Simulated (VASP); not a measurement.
A run of VASP 6.6.1:

File INCAR:

```
SYSTEM = Cu2Sn2Pd
PREC = Accurate
ENCUT = 520
EDIFF = 1E-6
ISMEAR = -1
SIGMA = 0.1
LREAL = .FALSE.
LASPH = .TRUE.
NELM = 60
ALGO = Normal
ISIF = 2
LWAVE = .FALSE.
LCHARG = .FALSE.
GGA = CA
NBANDS = 38
```

KPOINTS

```
Automatic mesh
0
G
  6 6 4
  0 0 0
```

File POSCAR:

```
Cu2Sn2Pd
1.0
    4.4158690000      0.0000000000      0.0000000000
   -2.2079340000      3.8242550000      0.0000000000
    0.0000000000      0.0000000000      5.5218450000
Cu Sn Pd
2 2 1
Direct
    0.3333333333      0.6666666667      0.7023370000
    0.6666666667      0.3333333333      0.2976630000
    0.3333333333      0.6666666667      0.2042310000
    0.6666666667      0.3333333333      0.7957690000
    0.0000000000      0.0000000000      0.5000000000
```

Potentials or basis: VASP PAW LDA potentials, release 64 (Cu, Sn_d, Pd).

Run with:

```bash
$ cat potpaw_LDA.64/Cu/POTCAR potpaw_LDA.64/Sn_d/POTCAR potpaw_LDA.64/Pd/POTCAR > POTCAR
$ mpirun -np 1 vasp_std > vasp.out
```

Hardware: 1 thread of Intel(R) Xeon(R) 6975P-C (Granite Rapids) (shared host).

Task: Estimate the wall time of this run.

Result: It took 43 s on 1 thread of Intel(R) Xeon(R) 6975P-C (Granite Rapids), on a shared host, peak memory 0.23 GiB. Counts: scf iterations 16, k points 24.
